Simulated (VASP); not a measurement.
A run of VASP 6.6.1:

File INCAR:

```
  PREC = Accurate
  ENCUT = 520
  EDIFF = 1E-8
  ISMEAR = -1
  SIGMA = 0.05
  LREAL = False
  LASPH = True
  NELM = 100
  ALGO = Normal
  ISIF = 2
  LWAVE = False
  LCHARG = False
  GGA = PE
  LEFG = True
  NBANDS = 12
```

The input KPOINTS:

```
regular mesh
0
Gamma
  9 9 9
```

POSCAR

```
Sb
1.0
    2.1325272058      1.2312151563      3.7125363276
   -2.1325272058      1.2312151563      3.7125363276
    0.0000000000     -2.4624303126      3.7125363276
Sb
2
Direct
    0.2336400000      0.2336400000      0.2336400000
    0.7663600000      0.7663600000      0.7663600000
```

Potentials or basis: VASP PAW PBE potentials, release 64 (Sb).

Run with:

```console
$ cat potpaw_PBE.64/Sb/POTCAR > POTCAR
$ mpirun -np 1 vasp_std > vasp.out
```

Hardware: 1 thread of Intel Xeon 6975P-C (shared host).

Estimate the wall time of this run.

Run time: 57 s on 1 thread of Intel Xeon 6975P-C (shared host), peak memory 0.22 GiB. Counts: scf iterations 14, k points 85.
